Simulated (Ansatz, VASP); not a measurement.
**Two plane-wave programs on C**

```xyz
4
Lattice="2.4653 0.0000 0.0000 -1.2326 2.1350 0.0000 0.0000 0.0000 23.9223" Properties=species:S:1:pos:R:3 pbc="T T T"
C    -0.1414   -0.1414   13.6634
C     0.0000    0.0000   10.2589
C     0.0000    1.4233   10.2584
C     1.2326    0.7117   13.6638
```

Alike in both runs: task single point; functional PBE; dispersion D3(BJ); k mesh 24 × 24 × 2; occupations gaussian, width 0.15 eV; no spin polarisation.

|  | VASP | Ansatz |
| --- | --- | --- |
| version | VASP 6.6.1 | Ansatz 0.2.0 |
| potentials or method | VASP PAW PBE potentials, release 64 (C), cutoff 600 eV | scalar-relativistic, plane waves, PAW |
| valence electrons in the cell | 16 | 16 |

VASP gave:

```
gap on the k mesh at the Fermi level (eV) : none
rms of the force components (eV/Å)        : 3.554
```

Q: Estimate Ansatz's values.

A: gap on the k mesh at the Fermi level (eV): none; rms of the force components (eV/Å): 3.551.

Atom by atom the forces differ by 0.005 eV/Å (rms over components). A gap of «none» marks a metal or a gap that the smearing closes. Ansatz's warnings: xc potential rough in thin density.
